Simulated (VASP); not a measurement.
Set up this calculation in VASP 6.6.1, as the native input.

- Task: single point
- Functional: PBEsol
- Potentials or basis: VASP PAW PBE potentials, release 64 (Zr_sv, C)
- Cutoff: 520 eV
- k mesh: 10 × 10 × 10
- Occupations: fermi-dirac, width 0.05 eV
- Spin: no spin polarisation
- Dipole correction: no
- Further INCAR settings: ALGO = Normal; EDIFF = 1e-06; NBANDS = 15

The structure of ZrC lies in POSCAR:

```
ZrC
1.0
    0.0000000000      2.3491270385      2.3491270385
    2.3491270385      0.0000000000      2.3491270385
    2.3491270385      2.3491270385      0.0000000000
Zr C
1 1
Direct
    0.5000000000      0.5000000000      0.5000000000
    0.0000000000      0.0000000000      0.0000000000
```

This cell differs from its parent crystal: volume scaled by 0.98.

These files were run (other wordings do the same):

INCAR

```
ALGO = Normal
EDIFF = 1E-6
ENCUT = 520
GGA = PS
ISIF = 2
ISMEAR = -1
LASPH = True
LCHARG = False
LREAL = False
LWAVE = False
NBANDS = 15
NELM = 60
PREC = Accurate
SIGMA = 0.05
```

KPOINTS

```
k-points
0
Gamma
  10 10 10
```

Potentials or basis: VASP PAW PBE potentials, release 64 (Zr_sv, C).

Run with:

```bash
$ cat potpaw_PBE.64/Zr_sv/POTCAR potpaw_PBE.64/C/POTCAR > POTCAR
$ mpirun -np 1 vasp_std > vasp.out
```

Results of the run:

```
Pressure               : -3.9 GPa
Band gap on the k mesh : zero (band 8 reaches 10.46 eV, above the bottom of band 9 at 9.18 eV)
```

Caveat: the PAW data sets were made with another functional, which shifts forces and pressure a little.

Wall time 10 s on 1 thread of Intel Xeon 6975P-C, with other jobs on the host, peak memory 0.17 GiB.
